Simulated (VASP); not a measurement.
Sc4GeSe: single point with PBE

The system is Sc4GeSe.

```
CELL_PARAMETERS angstrom
-3.34126 3.34126 2.79809
3.34126 -3.34126 2.79809
3.34126 3.34126 -2.79809
ATOMIC_POSITIONS crystal
Sc 0.41209 0.91209 0.82418
Sc 0.08791 0.58791 0.17582
Sc 0.58791 0.41209 0.50000
Sc 0.91209 0.08791 0.50000
Ge 0.50000 0.50000 0.00000
Se 0.00000 0.00000 0.00000
```

The cell was built from a structure type or drawn by symmetry, and may not be a known phase.

```yaml
Program: VASP 6.6.1
Task: single point
Functional: PBE
Potentials_or_basis: VASP PAW PBE potentials, release 64 (Sc_sv, Ge_d, Se)
Cutoff: 520 eV
k_mesh: 10 × 10 × 10
Occupations: gaussian, width 0.1 eV
Spin: no spin polarisation
```

- Pressure: 0.1 GPa
- Largest force: 0.006 eV/Å
- Band gap on the k mesh: zero (bands 32 and 33 overlap by 1.06 eV)

Forces on the atoms (eV/Å):
```
Sc  -0.005 -0.005  0.000
Sc   0.005  0.005  0.000
Sc  -0.005  0.005  0.000
Sc   0.005 -0.005  0.000
Ge   0.000  0.000  0.000
Se   0.000  0.000  0.000
```

Levels at points of the mesh, in eV from the Fermi level:
| k point | band 29 | band 30 | band 31 | band 32 | band 33 | band 34 | band 35 | band 36 |
| --- | --- | --- | --- | --- | --- | --- | --- | --- |
| (0.00, 0.00, 0.00) | -1.74 | -0.51 | -0.46 | -0.46 | -0.29 | 1.44 | 1.64 | 1.84 |
| (0.50, 0.00, 0.00) | -1.09 | -0.54 | -0.34 | -0.03 | 0.01 | 0.34 | 0.45 | 1.47 |
| (0.50, 0.50, 0.00) | -1.20 | -0.87 | -0.58 | -0.19 | 0.10 | 1.14 | 1.45 | 1.46 |
| (0.50, 0.50, 0.50) | -1.61 | -0.28 | 0.43 | 0.60 | 0.68 | 0.68 | 0.86 | 1.48 |

Wall time 9.5 min on 1 thread of Intel(R) Xeon(R) Platinum 8375C CPU @ 2.90GHz (Ice Lake) (shared host), peak memory 0.58 GiB.
